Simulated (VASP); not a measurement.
Ir, 1 atom in the cell. Symmetry: Fm-3m, No. 225, cubic system. Conventional cell: a = 3.840 Å, b = 3.840 Å, c = 3.840 Å, α = 90.00°, β = 90.00°, γ = 90.00°. Ir (site symmetry m-3m) has 12 Ir at 2.72 Å within 3.6 Å. 

| Quantity | Value |
| --- | --- |
| Program | VASP 6.6.1 |
| Task | relaxation of cell and atoms |
| Functional | PBE |
| Potentials or basis | VASP PAW PBE potentials, release 64 (Ir) |
| Cutoff | 600 eV |
| k mesh | 48 × 48 × 48 |
| Occupations | gaussian, width 0.1 eV |
| Spin | no spin polarisation |
| Target pressure | 90 GPa |
| Dipole correction | no |
| Further INCAR settings | ALGO = Fast; EDIFF = 1e-06; IBRION = 2; EDIFFG = -0.003; NSW = 80; ISIF = 3 |

Potentials or basis: VASP PAW PBE potentials, release 64 (Ir).

The run is started by

```console
$ cat potpaw_PBE.64/Ir/POTCAR > POTCAR
$ mpirun -np 1 vasp_std > vasp.out
```

Hardware: 1 thread of Intel Xeon 8259CL (shared host).

Question: Estimate the wall time of this run.

Answer: Run time: 50 min on 1 thread of Intel Xeon 8259CL (shared host), peak memory 0.68 GiB. Counts: scf iterations 91, k points 2769, ion steps 10.
